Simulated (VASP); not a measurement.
Crystal: Cu2Ge.

```
CELL_PARAMETERS angstrom
3.99272 0.00000 0.00000
-1.99636 3.45779 0.00000
0.00000 0.00000 7.48385
ATOMIC_POSITIONS crystal
Cu 0.00000 0.00000 0.61591
Cu 0.00000 0.00000 0.38409
Cu 0.00000 0.00000 0.13649
Cu 0.00000 0.00000 0.86351
Ge 0.33333 0.66667 0.50000
Ge 0.66667 0.33333 0.50000
```

```yaml
Program: VASP 6.6.1
Task: relaxation of cell and atoms
Functional: PBE
Potentials_or_basis: VASP PAW PBE potentials, release 64 (Cu, Ge_d)
Cutoff: 600 eV
k_mesh: 6 × 6 × 2
Occupations: gaussian, width 0.1 eV
Spin: no spin polarisation
```

At the start: pressure 55.5 GPa; volume 17.22 Å³/atom.

**Question.** Where does the relaxation end?

**Answer.** Over 14 steps the energy falls by 1410.3 meV/atom and the volume is 25.46 Å³/atom (+47.8 %); space group P6/mmm (No. 191, to 0.05 Å).

The path:
```
step  energy change (eV)  largest force (eV/Å)  pressure (GPa)  volume (Å³)
   1              0.0000                9.1866           55.47       103.32
   2             -5.8950                0.6952           -6.29       212.83
   3             -7.9526                1.5786            2.02       148.28
   4             -7.9407                1.3612            0.65       152.99
   5             -7.9494                1.4314            1.07       151.42
   6             -8.1605                0.9247           -0.75       155.61
   7             -8.1767                0.7642           -1.24       157.22
   8             -8.3054                0.6446           -0.66       154.18
   9             -8.4323                0.1593            1.42       147.30
  10             -8.4351                0.1023            0.88       148.67
  11             -8.4364                0.0565            1.06       148.20
  12             -8.4608                0.0893            0.24       151.90
  13             -8.4608                0.0914            0.21       151.96
  14             -8.4618                0.0234           -0.05       152.76
```

Final structure:
```
Cu Ge
1.0
     4.32485    0.00000    0.00000
    -2.16243    3.74543    0.00000
     0.00000    0.00000    9.43054
Cu Ge
4 2
Direct
  0.00000 0.00000 0.62969
  0.00000 0.00000 0.37031
  0.00000 0.00000 0.12343
  0.00000 0.00000 0.87657
  0.33333 0.66667 0.50000
  0.66667 0.33333 0.50000
```

Caveat: the k points lie up to 0.33 Å⁻¹ apart in the final cell; the volume moved by over 15 % at a fixed basis, so the end points are rough.
